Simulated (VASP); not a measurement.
Here is a VASP 6.6.1 calculation.

Contents of POSCAR:

```
Bi
1.0
   -1.9814305318      1.9814305318      1.9814305318
    1.9814305318     -1.9814305318      1.9814305318
    1.9814305318      1.9814305318     -1.9814305318
Bi
1
Direct
    0.0000000000      0.0000000000      0.0000000000
```

Contents of INCAR.step1:

```
PREC = Accurate
ENCUT = 600
ISMEAR = 0
SIGMA = 0.1
LREAL = F
LASPH = T
NELM = 100
GGA = PE
ALGO = Normal
EDIFF = 1E-4
LWAVE = T
LCHARG = F
```

File INCAR.step2:

```
PREC = Accurate
ENCUT = 600
EDIFF = 1E-6
ISMEAR = 0
SIGMA = 0.1
LREAL = F
LASPH = T
NELM = 100
ALGO = Normal
ISIF = 3
LWAVE = F
LCHARG = F
METAGGA = R2SCAN
LMIXTAU = T
IBRION = 2
NSW = 80
EDIFFG = -0.05
PSTRESS = 202.0
ISTART = 1
```

File KPOINTS:

```
regular mesh
0
Gamma
  8 8 8
```

Potentials or basis: VASP PAW PBE potentials, release 64 (Bi_d).

Launch:

```console
$ cat potpaw_PBE.64/Bi_d/POTCAR > POTCAR
$ cp INCAR.step1 INCAR
$ mpirun -np 1 vasp_std > vasp.out
$ cp INCAR.step2 INCAR
$ mpirun -np 1 vasp_std > vasp.out
```

Predict the relaxed cell.

a = 3.195 Å, b = 3.195 Å, c = 3.195 Å, α = 109.47°, β = 109.47°, γ = 109.47°.

Predict the space group after relaxing (to 0.05 Å).

Im-3m (No. 229).

Estimate the relaxed volume.

25.10 Å³/atom.

The path:
| step | energy change (eV) | largest force (eV/Å) | pressure (GPa) | volume (Å³) |
| --- | --- | --- | --- | --- |
| 1 | 0.0000 | 0.0000 | -0.13 | 31.12 |
| 2 | 3.9350 | 0.0000 | 157.08 | 16.50 |
| 3 | 0.2330 | 0.0000 | 16.80 | 25.74 |
| 4 | 0.2769 | 0.0000 | 18.84 | 25.35 |
| 5 | 0.3072 | 0.0000 | 20.20 | 25.10 |

Caveat: the cell is relaxed towards a set pressure, so the enthalpy falls and the energy may rise; the volume moved by over 15 % at a fixed basis, so the end points are rough; the PAW data sets were made with another functional, which shifts forces and pressure a little.
